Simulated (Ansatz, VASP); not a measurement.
## One calculation of Cu, two programs

```
Cu
1.0
     2.54513    0.00000    0.00000
    -1.27256    2.20415    0.00000
     0.00000    0.00000    4.15066
Cu
2
Direct
  0.33333 0.66667 0.25000
  0.66667 0.33333 0.75000
```

Alike in both runs: functional r2SCAN; k mesh 18 × 18 × 10; occupations gaussian, width 0.1 eV; no spin polarisation; Hubbard terms Cu d U = 5.0 eV.

Ansatz relaxed the structure, and its values are those at the end. VASP's run is a single point on that final structure, the one shown.

|  | VASP | Ansatz |
| --- | --- | --- |
| version | VASP 6.6.1 | Ansatz 0.2.0 |
| potentials or method | VASP PAW PBE potentials, release 64 (Cu_sv_GW), cutoff 770 eV | scalar-relativistic, plane waves, PAW |
| valence electrons in the cell | 38 | 38 |

Ansatz gave:

- gap on the k mesh at the Fermi level (eV): none
- pressure (GPa): 0.0

Problem. Which values does VASP return?

Solution. gap on the k mesh at the Fermi level (eV): none; pressure (GPa): -4.2.

VASP's potentials were made for PBE, not for r2SCAN. The programs project onto different local orbitals, so the same U acts differently, and such runs can settle in different states. A gap of «none» marks a metal or a gap that the smearing closes. Ansatz's warnings: filled band counts differ across k points.
